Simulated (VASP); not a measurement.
Wanted: the native input for a VASP 6.6.1 run.

* Task: single point
* Functional: PBEsol
* Potentials or basis: VASP PAW PBE potentials, release 64 (Be, S)
* Cutoff: 520 eV
* k mesh: 10 × 10 × 10
* Occupations: gaussian, width 0.05 eV
* Spin: no spin polarisation
* Dipole correction: no
* Further INCAR settings: ALGO = Normal; EDIFF = 1e-06; NBANDS = 11

The structure of BeS lies in POSCAR:

```
BeS
1.0
    0.0000000000      2.4757114575      2.4757114575
    2.4757114575      0.0000000000      2.4757114575
    2.4757114575      2.4757114575      0.0000000000
Be S
1 1
Direct
    0.0000000000      0.0000000000      0.0000000000
    0.7500000000      0.7500000000      0.7500000000
```

This cell differs from its parent crystal: volume 15.174 Å^3 an atom, c/a of the conventional cell 1.0000.

One way to write it, as run:

INCAR

```
SYSTEM = BeS
  PREC = Accurate
  ENCUT = 520
  EDIFF = 1E-6
  ISMEAR = 0
  SIGMA = 0.05
  LREAL = .FALSE.
  LASPH = .TRUE.
  NELM = 80
  ALGO = Normal
  ISIF = 2
  LWAVE = .FALSE.
  LCHARG = .FALSE.
  GGA = PS
  NBANDS = 11
```

KPOINTS

```
regular mesh
0
G
  10 10 10
  0 0 0
```

Potentials or basis: VASP PAW PBE potentials, release 64 (Be, S).

Launch:

```bash
$ cat potpaw_PBE.64/Be/POTCAR potpaw_PBE.64/S/POTCAR > POTCAR
$ mpirun -np 1 vasp_std > vasp.out
```

Results of the run:

- Pressure: -5.8 GPa
- Band gap on the k mesh: 3.06 eV, indirect (least direct gap 5.20 eV)

Caveat: the PAW data sets were made with another functional, which shifts forces and pressure a little.

It took 27 s on 1 thread of Intel Xeon 8259CL, on a shared host, peak memory 0.16 GiB.
